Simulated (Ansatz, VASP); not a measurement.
Two plane-wave programs on Si6F

```
CELL_PARAMETERS angstrom
7.66719 0.00000 0.00000
0.00000 7.66719 0.00000
0.00000 0.00000 28.65590
ATOMIC_POSITIONS crystal
Si 0.40651 0.25000 0.33166
Si 0.40651 0.75000 0.33166
Si 0.09349 0.25000 0.33166
Si 0.09349 0.75000 0.33166
Si 0.50000 0.50000 0.37896
Si 0.50000 0.00000 0.37896
Si 0.00000 0.50000 0.37896
Si 0.00000 0.00000 0.37896
Si 0.74933 0.50725 0.42218
Si 0.75039 0.00663 0.42244
Si 0.24907 0.50068 0.42975
Si 0.25135 0.99998 0.42974
Si 0.74857 0.75688 0.46867
Si 0.75322 0.25724 0.46813
Si 0.25147 0.75012 0.47853
Si 0.25098 0.25034 0.47806
Si 0.98612 0.76303 0.52034
Si 0.98812 0.23573 0.52115
Si 0.51294 0.73485 0.52275
Si 0.51510 0.26393 0.52031
Si 0.92133 0.99828 0.57115
Si 0.88042 0.49896 0.55107
Si 0.62659 0.00074 0.54906
Si 0.57989 0.49511 0.57240
F 0.48389 0.25175 0.27921
F 0.48435 0.75030 0.27926
F 0.01503 0.25095 0.27933
F 0.01564 0.75099 0.27924
```

Alike in both runs: task single point; functional PBE; dispersion D3(BJ); k mesh 2 × 2 × 1; occupations gaussian, width 0.05 eV; no spin polarisation.

```csv
,VASP,Ansatz
version,VASP 6.6.1,Ansatz 0.2.0
potentials or method,"VASP PAW PBE potentials, release 64 (Si, F), cutoff 520 eV","scalar-relativistic, plane waves, PAW"
valence electrons in the cell,124,124
```

Ansatz gave:

| Item | Value |
| --- | --- |
| gap on the k mesh at the Fermi level (eV) | 0.05 |
| least direct gap on the mesh (eV) | 0.15 |
| rms of the force components (eV/Å) | 0.491 |

Q: Estimate VASP's values.

A: gap on the k mesh at the Fermi level (eV): 0.05; least direct gap on the mesh (eV): 0.15; rms of the force components (eV/Å): 0.513.

Atom by atom the forces differ by 0.066 eV/Å (rms over components).
